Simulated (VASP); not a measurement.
# AlN (F-43m) in VASP: further runs, part 2 of 2

VASP 6.6.1. Earlier steps stand in the parts before.

**3. Single point, r2SCAN**

Contents of POSCAR:

```
AlN
1.0
    2.1621792345      2.1621792345      0.0000000000
   -2.1621792345      2.1621792345      0.0000000000
    0.0000000000      2.1621792345      2.1621792345
Al N
1 1
Direct
    0.0000000000      0.0000000000      0.0000000000
    0.2500000000      0.7500000000      0.5000000000
```

Contents of INCAR.step1:

```
SYSTEM = AlN
ALGO     = Normal         ! electronic algorithm
EDIFF    = 1E-4           ! SCF threshold, eV
ENCUT    = 520            ! plane-wave cutoff, eV
GGA      = PE             ! functional
ISMEAR   = 0              ! smearing method
LASPH    = .True.         ! aspherical terms in the spheres
LCHARG   = .False.        ! write CHGCAR
LREAL    = .False.        ! projectors in reciprocal space
LWAVE    = .True.         ! write WAVECAR
NBANDS   = 11             ! bands
NELM     = 80             ! most SCF steps
PREC     = Accurate       ! precision mode
SIGMA    = 0.01           ! smearing width, eV
```

Contents of INCAR.step2:

```
SYSTEM = AlN
ALGO     = Normal         ! electronic algorithm
EDIFF    = 1E-7           ! SCF threshold, eV
ENCUT    = 520            ! plane-wave cutoff, eV
ISIF     = 2              ! what is computed and relaxed
ISMEAR   = 0              ! smearing method
ISTART   = 1            
LASPH    = .True.         ! aspherical terms in the spheres
LCHARG   = .False.        ! write CHGCAR
LMIXTAU  = .True.       
LREAL    = .False.        ! projectors in reciprocal space
LWAVE    = .False.        ! write WAVECAR
METAGGA  = R2SCAN         ! meta-GGA
NBANDS   = 11             ! bands
NELM     = 80             ! most SCF steps
PREC     = Accurate       ! precision mode
SIGMA    = 0.01           ! smearing width, eV
```

Contents of KPOINTS:

```
k-points
0
Gamma
  10 10 10
  0 0 0
```

Potentials or basis: VASP PAW PBE potentials, release 64 (Al, N).

Started as:

```
$ cat potpaw_PBE.64/Al/POTCAR potpaw_PBE.64/N/POTCAR > POTCAR
$ cp INCAR.step1 INCAR
$ mpirun -np 1 vasp_std > vasp.out
$ cp INCAR.step2 INCAR
$ mpirun -np 1 vasp_std > vasp.out
```

OUTCAR:

```text
SYSTEM = AlN
   EDIFF = 1E-7
   ENCUT = 520
   ISIF = 2
   ISMEAR = 0
   ISTART = 1
   LASPH = .True.
   LREAL = .False.
   METAGGA = R2SCAN
   NELM = 80
   PREC = Accurate

 ion  position               nearest neighbor table
   1  0.000  0.000  0.000-   2 1.87   2 1.87   2 1.87   2 1.87
   2  0.250  0.750  0.500-   1 1.87   1 1.87   1 1.87   1 1.87

  LATTYP: Found a face centered cubic cell.
 ALAT       =     4.3243584690

  Lattice vectors:

 A1 = (   0.0000000000,   2.1621792345,   2.1621792345)
 A2 = (   2.1621792345,   0.0000000000,   2.1621792345)
 A3 = (   2.1621792345,   2.1621792345,   0.0000000000)

Analysis of symmetry for initial positions (statically):
=====================================================================
 Subroutine PRICEL returns:
 Original cell was already a primitive cell.

 Routine SETGRP: Setting up the symmetry group for a
 face centered cubic supercell.

 Subroutine GETGRP returns: Found 24 space group operations
 (whereof 24 operations were pure point group operations)
 out of a pool of 48 trial point group operations.

The static configuration has the point symmetry T_d .

Analysis of symmetry for dynamics (positions and initial velocities):
=====================================================================
 Subroutine PRICEL returns:
 Original cell was already a primitive cell.

 Routine SETGRP: Setting up the symmetry group for a
 face centered cubic supercell.

 Subroutine GETGRP returns: Found 24 space group operations
 (whereof 24 operations were pure point group operations)
 out of a pool of 48 trial point group operations.

The dynamic configuration has the point symmetry T_d .

 Subroutine INISYM returns: Found 24 space group operations
 (whereof 24 operations are pure point group operations),
 and found     1 'primitive' translations

----------------------------------------------------------------------------------------

                                     Primitive cell

  volume of cell :      20.2165
[... 112 lines left out ...]
  Thomas-Fermi vector in A             =   2.337700
   LORBIT       =      0    0 simple, 1 ext, 2 COOP (PROOUT), +10 PAW based schemes
   METAGGA = R2SCAN    functional components
   LHFCALC =     F    Hartree Fock is set to
   AEXX    =    0.0000 exact exchange contribution
   IVDW    =     0    specifies the selected vdW correction
   LEPSILON=     F    determine dielectric tensor
   LRPA    =     F    only Hartree local field effects (RPA)
 non-spin polarized calculation
 Gauss-broadening in eV      SIGMA  =   0.01
  energy-cutoff  :      520.00
  volume of cell :       20.22
 maximum number of plane-waves:       556
   NGX = 11   NGY = 11   NGZ = 11

 number of electron       7.9999999 magnetization

 Free energy of the ion-electron system (eV)
  ---------------------------------------------------
  ext. energy  EPLUGINS =         0.00000000
  ---------------------------------------------------
  free energy    TOTEN  =       -19.16671447 eV

  energy without entropy =      -19.16671447  energy(sigma->0) =      -19.16671447

 E-fermi :   6.0172     XC(G=0): -11.5556

 val. band max:        5.9770696586   @ k =   0.0000   0.0000   0.0000
 cond. band min:       9.9352290236   @ k =   0.5000   0.5000   0.0000
 fundamental gap:      3.9581593651
 Fermi energy:         6.0171926968

 k-point     1 :       0.0000    0.0000    0.0000
  band No.  band energies     occupation
      1      -9.9415      2.00000
      2       5.9771      2.00000
      3       5.9771      2.00000
      4       5.9771      2.00000
      5      11.1544      0.00000
      6      19.8117      0.00000
      7      19.8117      0.00000
      8      19.8117      0.00000
      9      24.7633      0.00000
     10      24.7633      0.00000
     11      26.5445      0.00000
[... 309 lines left out ...]
 k-point    24 :       0.4000    0.3000    0.0000
  band No.  band energies     occupation
      1      -7.3081      2.00000
      2       1.3177      2.00000
      3       2.5640      2.00000
      4       4.7549      2.00000
      5      12.5604      0.00000
      6      17.2874      0.00000
      7      20.1429      0.00000
      8      20.7620      0.00000
      9      23.2504      0.00000
     10      26.7856      0.00000
     11      32.0626      0.00000

 [... further k-points ...]
[... 5 lines left out ...]
  --------------------------------------------------------------------------------------
  -------------------------------------------------------------------------------------
  Total        0.8367109      0.8367109      0.8367109     -0.0000000     -0.0000000      0.0000000
  in kB       66.3102910     66.3102910     66.3102910     -0.0000000     -0.0000000      0.0000000
  external PRESSURE =      66.3102910 kB  Pullay stress =       0.0000000 kB

 VOLUME and BASIS-vectors are now :
 -----------------------------------------------------------------------------
  energy-cutoff  :      520.00
  volume of cell :       20.22
      direct lattice vectors                 reciprocal lattice vectors
     2.162179234  2.162179234  0.000000000     0.231248174  0.231248174 -0.231248174
    -2.162179234  2.162179234  0.000000000    -0.231248174  0.231248174 -0.231248174
     0.000000000  2.162179234  2.162179234     0.000000000  0.000000000  0.462496348

 POSITION                                       TOTAL-FORCE (eV/Angst)
 -----------------------------------------------------------------------------------
      0.00000      0.00000      0.00000         0.000000     -0.000000      0.000000
     -1.08109      3.24327      1.08109         0.000000      0.000000      0.000000
 -----------------------------------------------------------------------------------
    total drift:                               -0.000002      0.000000      0.000000

  FREE ENERGIE OF THE ION-ELECTRON SYSTEM (eV)
  ---------------------------------------------------
  free  energy   TOTEN  =       -19.1667144696 eV

  energy  without entropy=      -19.1667144696  energy(sigma->0) =      -19.16671447
```

OUTCAR.step1:

```text
SYSTEM = AlN
   EDIFF = 1E-4
   ENCUT = 520
   GGA = PE
   ISMEAR = 0
   LASPH = .True.
   LREAL = .False.
[... 556 lines left out ...]
      0.00000      0.00000      0.00000        -0.000000     -0.000000      0.000000
     -1.08109      3.24327      1.08109         0.000000      0.000000     -0.000000
 -----------------------------------------------------------------------------------
    total drift:                               -0.000000      0.000000      0.000000

  FREE ENERGIE OF THE ION-ELECTRON SYSTEM (eV)
  ---------------------------------------------------
  free  energy   TOTEN  =       -14.8096279378 eV

  energy  without entropy=      -14.8096279378  energy(sigma->0) =      -14.80962794
```

OSZICAR.step1:

```text
N       E                     dE             d eps       ncg     rms          rms(c)
DAV:   1     0.117272273612E+02    0.11727E+02   -0.37971E+03  1042   0.600E+02
DAV:   2    -0.163228186115E+02   -0.28050E+02   -0.27215E+02  1259   0.139E+02
DAV:   3    -0.172450328897E+02   -0.92221E+00   -0.92128E+00  1268   0.242E+01
DAV:   4    -0.172497219828E+02   -0.46891E-02   -0.46888E-02  1187   0.189E+00
DAV:   5    -0.172497786431E+02   -0.56660E-04   -0.56660E-04  1253   0.197E-01    0.877E+00
DAV:   6    -0.148224744699E+02    0.24273E+01   -0.11766E+01  1207   0.174E+01    0.287E+00
DAV:   7    -0.148160978711E+02    0.63766E-02   -0.19008E-01  1169   0.332E+00    0.210E+00
DAV:   8    -0.148109698671E+02    0.51280E-02   -0.27469E-02  1121   0.156E+00    0.577E-01
DAV:   9    -0.148095875601E+02    0.13823E-02   -0.39900E-03  1238   0.375E-01    0.233E-01
DAV:  10    -0.148096279378E+02   -0.40378E-04   -0.36895E-04  1109   0.126E-01
   1 F= -.14809628E+02 E0= -.14809628E+02  d E =-.324355E-68
```

Wall time 1.7 min (1 thread of AMD EPYC 7R13, shared host); peak memory 0.11 GiB.

What came out:

* Free energy: -19.1667 eV
* Pressure: 6.6 GPa
* Band gap on the k mesh: 3.96 eV, indirect (least direct gap 5.18 eV)

Levels at points of the mesh, in eV from the valence-band top:
```csv
k point,band 1,band 2,band 3,band 4,band 5,band 6,band 7,band 8,band 9
"(0.00, 0.00, 0.00)",-15.92,0.00,0.00,0.00,5.18,13.83,13.83,13.83,18.79
"(0.50, 0.00, 0.00)",-13.82,-6.02,-0.49,-0.49,8.50,11.05,12.14,12.14,19.76
"(0.50, 0.50, 0.00)",-13.16,-5.05,-1.84,-1.84,3.96,9.67,15.65,17.35,17.35
```

Caveat: the PAW data sets were made with another functional, which shifts forces and pressure a little.

**4. Single point, r2SCAN**

This run uses another cell than the first one, of 9.98 Å³/atom, 0.988 times its volume.

Contents of POSCAR:

```
AlN
1.0
    2.1532766678      2.1532766678      0.0000000000
   -2.1532766678      2.1532766678      0.0000000000
    0.0000000000      2.1532766678      2.1532766678
Al N
1 1
Direct
    0.0000000000      0.0000000000      0.0000000000
    0.2500000000      0.7500000000      0.5000000000
```

Edit INCAR.step1 of step 3 so:

```diff
@@ -11,3 +11,3 @@
 NBANDS   = 11             ! bands
-NELM     = 80             ! most SCF steps
+NELM     = 100            ! most SCF steps
 PREC     = Accurate       ! precision mode
```

Edit INCAR.step2 of step 3 so:

```diff
@@ -2,3 +2,3 @@
 ALGO     = Normal         ! electronic algorithm
-EDIFF    = 1E-7           ! SCF threshold, eV
+EDIFF    = 1E-6           ! SCF threshold, eV
 ENCUT    = 520            ! plane-wave cutoff, eV
@@ -14,3 +14,3 @@
 NBANDS   = 11             ! bands
-NELM     = 80             ! most SCF steps
+NELM     = 100            ! most SCF steps
 PREC     = Accurate       ! precision mode
```

KPOINTS is that of step 3.

Started as:

```
$ cat potpaw_PBE.64/Al/POTCAR potpaw_PBE.64/N/POTCAR > POTCAR
$ cp INCAR.step1 INCAR
$ mpirun -np 1 vasp_std > vasp.out
$ cp INCAR.step2 INCAR
$ mpirun -np 1 vasp_std > vasp.out
```

It took 80 s on 1 thread of AMD EPYC 7R13, shared host; peak memory 0.11 GiB.

Results (log left out):

```
Free energy            : -19.1538 eV
Pressure               : 9.7 GPa
Band gap on the k mesh : 3.97 eV, indirect (least direct gap 5.30 eV)
```

Levels at points of the mesh, in eV from the valence-band top:
```csv
k point,band 2,band 3,band 4,band 5,band 6,band 7
"(0.00, 0.00, 0.00)",0.00,0.00,0.00,5.30,13.97,13.97
"(0.50, 0.00, 0.00)",-6.08,-0.49,-0.49,8.62,11.14,12.22
"(0.50, 0.50, 0.00)",-5.09,-1.85,-1.85,3.97,9.75,15.83
```

Caveat: the PAW data sets were made with another functional, which shifts forces and pressure a little. r2SCAN opens gaps a little over a GGA but as a rule still falls short of measured ones.

**5. Single point, r2SCAN**

This run uses another cell than the first one, of 9.98 Å³/atom, 0.988 times its volume.

POSCAR is that of step 4.

Contents of INCAR.step1:

```
PREC     = Accurate       # precision mode
ENCUT    = 520            # plane-wave cutoff, eV
ISMEAR   = 0              # smearing method
SIGMA    = 0.01           # smearing width, eV
LREAL    = False          # projectors in reciprocal space
LASPH    = True           # aspherical terms in the spheres
NELM     = 100            # most SCF steps
NBANDS   = 11             # bands
GGA      = PE             # functional
ALGO     = Normal         # electronic algorithm
EDIFF    = 1E-4           # SCF threshold, eV
LWAVE    = True           # write WAVECAR
LCHARG   = False          # write CHGCAR
```

Contents of INCAR.step2:

```
PREC     = Accurate       # precision mode
ENCUT    = 520            # plane-wave cutoff, eV
EDIFF    = 1E-6           # SCF threshold, eV
ISMEAR   = 0              # smearing method
SIGMA    = 0.01           # smearing width, eV
LREAL    = False          # projectors in reciprocal space
LASPH    = True           # aspherical terms in the spheres
NELM     = 100            # most SCF steps
ALGO     = Normal         # electronic algorithm
ISIF     = 2              # what is computed and relaxed
LWAVE    = False          # write WAVECAR
LCHARG   = False          # write CHGCAR
METAGGA  = R2SCAN         # meta-GGA
LMIXTAU  = True         
NBANDS   = 11             # bands
ISTART   = 1
```

Contents of KPOINTS:

```
regular mesh
0
Gamma
  10 10 10
```

Started as:

```
$ cat potpaw_PBE.64/Al/POTCAR potpaw_PBE.64/N/POTCAR > POTCAR
$ cp INCAR.step1 INCAR
$ mpirun -np 1 vasp_std > vasp.out
$ cp INCAR.step2 INCAR
$ mpirun -np 1 vasp_std > vasp.out
```

Run time: 84 s. Hardware: 1 thread of AMD EPYC 7R13, shared host; peak memory 0.11 GiB.

It converged, with:

- Free energy: -19.1538 eV
- Pressure: 9.7 GPa
- Band gap on the k mesh: 3.97 eV, indirect (least direct gap 5.30 eV)

Levels at points of the mesh, in eV from the valence-band top:
```
           k point  band 1  band 2  band 3  band 4  band 5  band 6  band 7  band 8  band 9
(0.00, 0.00, 0.00)  -15.99    0.00    0.00    0.00    5.30   13.97   13.97   13.97   18.89
(0.50, 0.00, 0.00)  -13.85   -6.08   -0.49   -0.49    8.62   11.14   12.22   12.22   19.94
(0.50, 0.50, 0.00)  -13.18   -5.09   -1.85   -1.85    3.97    9.75   15.83   17.51   17.51
```

Caveat: the PAW data sets were made with another functional, which shifts forces and pressure a little. r2SCAN opens gaps a little over a GGA but as a rule still falls short of measured ones.
